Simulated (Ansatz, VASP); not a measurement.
## Ga3Se: VASP beside Ansatz

Contents of INCAR:

```
SYSTEM = Ga3Se
ALGO = Normal ; EDIFF = 1E-6
ENCUT = 500 ; GGA = PS
GGA_COMPAT = .FALSE. ; ISIF = 2
ISMEAR = 1 ; LASPH = .TRUE.
LCHARG = .FALSE. ; LREAL = .FALSE.
LWAVE = .FALSE. ; NBANDS = 30
NELM = 120 ; PREC = Accurate
SIGMA = 0.02
```

KPOINTS

```
k-points
0
G
  10 10 10
  0 0 0
```

Contents of POSCAR:

```
Ga3Se
1.0
    4.4324650000      0.0000000000      0.0000000000
    0.0000000000      4.4324650000      0.0000000000
    0.0000000000      0.0000000000      4.4324650000
Ga Se
3 1
Direct
    0.0000000000      0.5000000000      0.5000000000
    0.5000000000      0.0000000000      0.5000000000
    0.5000000000      0.5000000000      0.0000000000
    0.0000000000      0.0000000000      0.0000000000
```

Input for Ansatz:

```yaml
crystal:
  lattice:
    - [4.432465, 0.0, 0.0]
    - [0.0, 4.432465, 0.0]
    - [0.0, 0.0, 4.432465]
  atoms:
    - { symbol: Ga, position: [0.0, 0.5, 0.5] }
    - { symbol: Ga, position: [0.5, 0.0, 0.5] }
    - { symbol: Ga, position: [0.5, 0.5, 0.0] }
    - { symbol: Se, position: [0.0, 0.0, 0.0] }
basis:
  ecutwfc: 420
kpoints:
  mp_grid: { grid: [10, 10, 10] }
hamiltonian:
  xc: pbesol
scf:
  occupations: { method: cold, width: 0.02 }
output:
  forces: true
  stress: true
  eigenvalues: true
```

Alike in both runs: task single point; functional PBEsol; k mesh 10 × 10 × 10; no spin polarisation.

|  | VASP | Ansatz |
| --- | --- | --- |
| version | VASP 6.6.1 | Ansatz 0.2.0 |
| potentials or method | VASP PAW PBE potentials, release 64 (Ga_d, Se), cutoff 500 eV | scalar-relativistic, plane waves, PAW |
| occupations | methfessel-paxton of order 1, width 0.02 eV | cold, width 0.02 eV |
| valence electrons in the cell | 45 | 55 |

```csv
,VASP,Ansatz,Ansatz less VASP
gap on the k mesh at the Fermi level (eV),none,none,-
pressure (GPa),-3.6,-3.6,-0.03
```

VASP's potentials were made for PBE, not for PBEsol. A gap of «none» marks a metal or a gap that the smearing closes. VASP's potentials hold 45 valence electrons a cell and Ansatz's 55, so a difference there can come from the potentials and not from the codes.
